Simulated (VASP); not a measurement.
# SiO2 (P4_12_12) in VASP: electric field gradients with r2SCAN

Aim: the electric field gradients of SiO2 with r2SCAN.

Everything below comes from runs of VASP 6.6.1. Logs are shortened: lines on timing, memory, paths and dates and some standing lists are left out, and cuts for length are marked.

## Step 1: The cell of the first run

The structure is tetragonal, space group P4_12_12 (No. 92). Conventional cell: a = 4.876 Å, b = 4.876 Å, c = 6.716 Å, α = 90.00°, β = 90.00°, γ = 90.00°. Si (site symmetry 2) has 4 O at 1.62 to 1.63 Å within 2.2 Å. O (site symmetry 1) has 2 Si at 1.62 to 1.63 Å within 2.2 Å.

## Step 2: Electric field gradients, r2SCAN

The input, POSCAR:

```
SiO2
1.0
    4.8757000000      0.0000000000      0.0000000000
    0.0000000000      4.8757000000      0.0000000000
    0.0000000000      0.0000000000      6.7163000000
Si O
4 8
Direct
    0.3153716663      0.3153716663      0.0000000000
    0.1846283337      0.8153716663      0.2500000000
    0.6846283337      0.6846283337      0.5000000000
    0.8153716663      0.1846283337      0.7500000000
    0.2321164999      0.1364779057      0.1952165159
    0.3635220943      0.7321164999      0.4452165159
    0.7678835001      0.8635220943      0.6952165159
    0.6364779057      0.2678835001      0.9452165159
    0.7321164999      0.3635220943      0.5547834841
    0.8635220943      0.7678835001      0.3047834841
    0.2678835001      0.6364779057      0.0547834841
    0.1364779057      0.2321164999      0.8047834841
```

The input, INCAR.step1:

```
  PREC = Accurate
  ENCUT = 520
  ISMEAR = -1
  SIGMA = 0.02
  LREAL = False
  LASPH = True
  NELM = 100
  NBANDS = 44
  GGA = PE
  ALGO = Normal
  EDIFF = 1E-4
  LWAVE = True
  LCHARG = False
```

The input, INCAR.step2:

```
  PREC = Accurate
  ENCUT = 520
  EDIFF = 1E-8
  ISMEAR = -1
  SIGMA = 0.02
  LREAL = False
  LASPH = True
  NELM = 100
  ALGO = Normal
  ISIF = 2
  LWAVE = False
  LCHARG = False
  METAGGA = R2SCAN
  LMIXTAU = True
  LEFG = True
  NBANDS = 44
  ISTART = 1
```

The input, KPOINTS:

```
regular mesh
0
Gamma
  5 5 4
```

Potentials or basis: VASP PAW PBE potentials, release 64 (Si, O).

Command:

```console
$ cat potpaw_PBE.64/Si/POTCAR potpaw_PBE.64/O/POTCAR > POTCAR
$ cp INCAR.step1 INCAR
$ mpirun -np 1 vasp_std > vasp.out
$ cp INCAR.step2 INCAR
$ mpirun -np 1 vasp_std > vasp.out
```

OUTCAR:

```text
PREC = Accurate
   ENCUT = 520
   EDIFF = 1E-8
   ISMEAR = -1
   LREAL = False
   LASPH = True
   NELM = 100
   ISIF = 2
   METAGGA = R2SCAN
   ISTART = 1

 ion  position               nearest neighbor table
   1  0.315  0.315  0.000-   8 1.62  11 1.62   5 1.63  12 1.63   2 3.03   4 3.03   2 3.03   4 3.03

   2  0.185  0.815  0.250-   5 1.62  10 1.62   6 1.63  11 1.63   1 3.03   3 3.03   1 3.03   3 3.03

   3  0.685  0.685  0.500-   6 1.62   9 1.62   7 1.63  10 1.63   2 3.03   4 3.03   4 3.03   2 3.03

   4  0.815  0.185  0.750-   7 1.62  12 1.62   9 1.63   8 1.63   1 3.03   3 3.03   3 3.03   1 3.03

   5  0.232  0.136  0.195-   2 1.62   1 1.63
   6  0.364  0.732  0.445-   3 1.62   2 1.63
   7  0.768  0.864  0.695-   4 1.62   3 1.63
   8  0.636  0.268  0.945-   1 1.62   4 1.63
   9  0.732  0.364  0.555-   3 1.62   4 1.63
  10  0.864  0.768  0.305-   2 1.62   3 1.63
  11  0.268  0.636  0.055-   1 1.62   2 1.63
  12  0.136  0.232  0.805-   4 1.62   1 1.63

  LATTYP: Found a simple tetragonal cell.
 ALAT       =     4.8757000000
 C/A-ratio  =     1.3775047685

  Lattice vectors:

 A1 = (   4.8757000000,   0.0000000000,   0.0000000000)
 A2 = (   0.0000000000,   4.8757000000,   0.0000000000)
 A3 = (   0.0000000000,   0.0000000000,   6.7163000000)

Analysis of symmetry for initial positions (statically):
=====================================================================
 Subroutine PRICEL returns:
 Original cell was already a primitive cell.

 Routine SETGRP: Setting up the symmetry group for a
 simple tetragonal supercell.

 Subroutine GETGRP returns: Found  8 space group operations
 (whereof  2 operations were pure point group operations)
 out of a pool of 16 trial point group operations.

The static configuration has the point symmetry C_2 .
 The point group associated with its full space group is D_4 .

Analysis of symmetry for dynamics (positions and initial velocities):
=====================================================================
 Subroutine PRICEL returns:
 Original cell was already a primitive cell.

 Routine SETGRP: Setting up the symmetry group for a
 simple tetragonal supercell.

 Subroutine GETGRP returns: Found  8 space group operations
[... 1029 lines left out ...]
  energy-cutoff  :      520.00
  volume of cell :      159.66
      direct lattice vectors                 reciprocal lattice vectors
     4.875700000  0.000000000  0.000000000     0.205098755  0.000000000  0.000000000
     0.000000000  4.875700000  0.000000000     0.000000000  0.205098755  0.000000000
     0.000000000  0.000000000  6.716300000     0.000000000  0.000000000  0.148891503

 POSITION                                       TOTAL-FORCE (eV/Angst)
 -----------------------------------------------------------------------------------
      1.53766      1.53766      0.00000         0.066658      0.066658      0.000000
      0.90019      3.97551      1.67908        -0.066658      0.066658      0.000000
      3.33804      3.33804      3.35815        -0.066658     -0.066658      0.000000
      3.97551      0.90019      5.03723         0.066658     -0.066658      0.000000
      1.13173      0.66543      1.31113         0.052901     -0.174908     -0.281492
      1.77242      3.56958      2.99021         0.174908      0.052901     -0.281492
      3.74397      4.21027      4.66928        -0.052901      0.174908     -0.281492
      3.10328      1.30612      6.34836        -0.174908     -0.052901     -0.281492
      3.56958      1.77242      3.72609         0.052901      0.174908      0.281492
      4.21027      3.74397      2.04702         0.174908     -0.052901      0.281492
      1.30612      3.10328      0.36794        -0.052901     -0.174908      0.281492
      0.66543      1.13173      5.40517        -0.174908      0.052901      0.281492
 -----------------------------------------------------------------------------------
    total drift:                                0.000001     -0.000001     -0.000000

  FREE ENERGIE OF THE ION-ELECTRON SYSTEM (eV)
  ---------------------------------------------------
  free  energy   TOTEN  =      -119.0564940006 eV

  energy  without entropy=     -119.0564940006  energy(sigma->0) =     -119.05649400

 Electric field gradients (V/A^2)
---------------------------------------------------------------------
 ion       V_xx      V_yy      V_zz      V_xy      V_xz      V_yz
---------------------------------------------------------------------
   1      -0.119    -0.119     0.238     0.811     3.293    -3.293
   2      -0.119    -0.119     0.238    -0.811     3.293     3.293
   3      -0.119    -0.119     0.238     0.811    -3.293     3.293
   4      -0.119    -0.119     0.238    -0.811    -3.293    -3.293
   5     -47.588    42.522     5.066    22.483   -17.890   -51.367
   6      42.522   -47.588     5.066   -22.483    51.367   -17.890
   7     -47.588    42.522     5.066    22.483    17.890    51.367
   8      42.522   -47.588     5.066   -22.483   -51.367    17.890
   9     -47.588    42.522     5.066   -22.483    17.890   -51.367
  10      42.522   -47.588     5.066    22.483   -51.367   -17.890
  11     -47.588    42.522     5.066   -22.483   -17.890    51.367
  12      42.522   -47.588     5.066    22.483    51.367    17.890
---------------------------------------------------------------------

 Electric field gradients after diagonalization (V/A^2)
 (convention: |V_zz| > |V_xx| > |V_yy|)
----------------------------------------------------------------------
 ion       V_xx      V_yy      V_zz     asymmetry (V_yy - V_xx)/ V_zz
----------------------------------------------------------------------
   1       4.348     0.692    -5.039       0.725
   2       4.348     0.692    -5.039       0.725
   3       4.348     0.692    -5.039       0.725
   4       4.348     0.692    -5.039       0.725
   5     -53.935   -30.753    84.688       0.274
   6     -53.935   -30.753    84.688       0.274
   7     -53.935   -30.753    84.688       0.274
   8     -53.935   -30.753    84.688       0.274
   9     -53.935   -30.753    84.688       0.274
  10     -53.935   -30.753    84.688       0.274
  11     -53.935   -30.753    84.688       0.274
  12     -53.935   -30.753    84.688       0.274
----------------------------------------------------------------------

           NMR quadrupolar parameters

 Cq : quadrupolar parameter    Cq=e*Q*V_zz/h
 eta: asymmetry parameters     (V_yy - V_xx)/ V_zz
 Q  : nuclear electric quadrupole moment in mb (millibarn)
----------------------------------------------------------------------
 ion       Cq(MHz)       eta       Q (mb)
----------------------------------------------------------------------
   1      -0.012       0.725       1.000
   2      -0.012       0.725       1.000
   3      -0.012       0.725       1.000
   4      -0.012       0.725       1.000
   5       0.205       0.274       1.000
   6       0.205       0.274       1.000
   7       0.205       0.274       1.000
   8       0.205       0.274       1.000
   9       0.205       0.274       1.000
  10       0.205       0.274       1.000
  11       0.205       0.274       1.000
  12       0.205       0.274       1.000
----------------------------------------------------------------------
```

OSZICAR.step1:

```text
N       E                     dE             d eps       ncg     rms          rms(c)
DAV:   1     0.386434179541E+03    0.38643E+03   -0.33386E+04  1584   0.134E+03
DAV:   2    -0.793138359449E+02   -0.46575E+03   -0.45214E+03  2020   0.311E+02
DAV:   3    -0.106725016394E+03   -0.27411E+02   -0.27281E+02  1912   0.801E+01
DAV:   4    -0.107069960106E+03   -0.34494E+00   -0.34427E+00  2000   0.992E+00
DAV:   5    -0.107075941359E+03   -0.59813E-02   -0.59766E-02  1936   0.128E+00    0.287E+01
DAV:   6    -0.946680569150E+02    0.12408E+02   -0.47506E+01  1872   0.320E+01    0.137E+01
DAV:   7    -0.947131775083E+02   -0.45121E-01   -0.14253E+00  1888   0.508E+00    0.500E+00
DAV:   8    -0.947137742953E+02   -0.59679E-03   -0.64530E-02  1932   0.164E+00    0.196E+00
DAV:   9    -0.947296387257E+02   -0.15864E-01   -0.34986E-02  1776   0.117E+00    0.356E-01
DAV:  10    -0.947316216545E+02   -0.19829E-02   -0.42371E-03  1916   0.307E-01    0.117E-01
DAV:  11    -0.947315973675E+02    0.24287E-04   -0.97408E-04  1824   0.164E-01
   1 F= -.94731597E+02 E0= -.94731597E+02  d E =-.303228E-12
```

It took 11 min on 1 thread of Intel Xeon 8259CL, shared host; peak memory 0.3 GiB.

What came out:

* Free energy: -119.0565 eV
* Pressure: -2.3 GPa
* Largest force: 0.336 eV/Å
* Band gap on the k mesh: 6.38 eV
* Largest electric field gradient by atom: Si -5.0; O +84.7 V/Å²

Forces in eV/Å, atoms in the order of the input:
```
Si   0.067  0.067  0.000
Si  -0.067  0.067  0.000
Si  -0.067 -0.067  0.000
Si   0.067 -0.067  0.000
O    0.053 -0.175 -0.281
O    0.175  0.053 -0.281
O   -0.053  0.175 -0.281
O   -0.175 -0.053 -0.281
O    0.053  0.175  0.281
O    0.175 -0.053  0.281
O   -0.053 -0.175  0.281
O   -0.175  0.053  0.281
```

Electric field gradients, principal values (V/Å²):
| atom | least | middle | greatest (by size) |
| --- | --- | --- | --- |
| 1 Si | 0.692 | 4.348 | -5.039 |
| 2 Si | 0.692 | 4.348 | -5.039 |
| 3 Si | 0.692 | 4.348 | -5.039 |
| 4 Si | 0.692 | 4.348 | -5.039 |
| 5 O | -30.753 | -53.935 | 84.688 |
| 6 O | -30.753 | -53.935 | 84.688 |
| 7 O | -30.753 | -53.935 | 84.688 |
| 8 O | -30.753 | -53.935 | 84.688 |
| 9 O | -30.753 | -53.935 | 84.688 |
| 10 O | -30.753 | -53.935 | 84.688 |
| 11 O | -30.753 | -53.935 | 84.688 |
| 12 O | -30.753 | -53.935 | 84.688 |

Caveat: without QUAD_EFG the Cq values of the log hold for a quadrupole moment of 1 mb, not for the nuclei; the PAW data sets were made with another functional, which shifts forces and pressure a little; an odd mesh through Γ misses points on the zone boundary, where band edges can lie.
